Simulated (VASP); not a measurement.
Set up this calculation in VASP 6.6.1, as the native input.

- Task: single point
- Functional: PBE
- Potentials or basis: VASP PAW PBE potentials, release 64 (Mg, O)
- Cutoff: 520 eV
- k mesh: 10 × 10 × 10
- Occupations: gaussian, width 0.05 eV
- Spin: no spin polarisation
- Dipole correction: no
- Further INCAR settings: ALGO = Normal; EDIFF = 1e-06; NBANDS = 11

The structure of MgO lies in POSCAR:

```
MgO
1.0
    0.0000000000      2.1351500000      2.1351500000
    2.1351500000      0.0000000000      2.1351500000
    2.1351500000      2.1351500000      0.0000000000
Mg O
1 1
Direct
   -0.0263447533     -0.0263447533      0.0263447533
    0.5000000000      0.5000000000      0.5000000000
```

This cell differs from its parent crystal: all Mg atoms moved +0.113 Å, as atom 1 towards its neighbour atom 2 (O) at 2.135 Å.

The input as run:

INCAR

```
ALGO = Normal
EDIFF = 1E-6
ENCUT = 520
GGA = PE
ISIF = 2
ISMEAR = 0
LASPH = True
LCHARG = True
LELF = True
LREAL = False
LVHAR = True
LWAVE = False
NBANDS = 11
NELM = 80
PREC = Accurate
SIGMA = 0.05
```

KPOINTS

```
k-points
0
Gamma
  10 10 10
```

Potentials or basis: VASP PAW PBE potentials, release 64 (Mg, O).

Launch:

```console
$ cat potpaw_PBE.64/Mg/POTCAR potpaw_PBE.64/O/POTCAR > POTCAR
$ mpirun -np 1 vasp_std > vasp.out
```

Results of the run:

The pressure is -1.4 GPa. The largest force is 0.557 eV/Å and the band gap on the k mesh is 4.33 eV, direct.

Caveat: the cell differs from its parent crystal (all Mg atoms moved +0.113 Å, as atom 1 towards its neighbour atom 2 (O) at 2.135 Å).

It took 28 s on 1 thread of Intel Xeon 8259CL (shared host), peak memory 0.15 GiB.
